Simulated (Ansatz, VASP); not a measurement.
**RbIr3: VASP beside Ansatz**

```
Rb Ir
1.0
     7.80916    0.00000    0.00000
    -3.90458    6.76293    0.00000
     0.00000    0.00000    4.44777
Rb Ir
2 6
Direct
  0.33333 0.66667 0.25000
  0.66667 0.33333 0.75000
  0.89265 0.78530 0.25000
  0.10735 0.89265 0.75000
  0.21470 0.10735 0.25000
  0.10735 0.21470 0.75000
  0.89265 0.10735 0.25000
  0.78530 0.89265 0.75000
```

Alike in both runs: functional PBE; k mesh 3 × 3 × 4; occupations gaussian, width 0.1 eV; no spin polarisation.

Ansatz relaxed the structure, and its values are those at the end. VASP's run is a single point on that final structure, the one shown.

|  | VASP | Ansatz |
| --- | --- | --- |
| version | VASP 6.6.1 | Ansatz 0.2.0 |
| potentials or method | VASP PAW PBE potentials, release 64 (Rb_sv, Ir_sv_GW), cutoff 560 eV | scalar-relativistic, plane waves, PAW |
| valence electrons in the cell | 120 | 120 |

```csv
,VASP,Ansatz,Ansatz less VASP
gap on the k mesh at the Fermi level (eV),none,none,-
pressure (GPa),-0.7,0.0,+0.64
rms of the force components (eV/Å),0.003,0.005,+0.0015
```

A gap of «none» marks a metal or a gap that the smearing closes.

Spin-orbit coupling is off throughout.
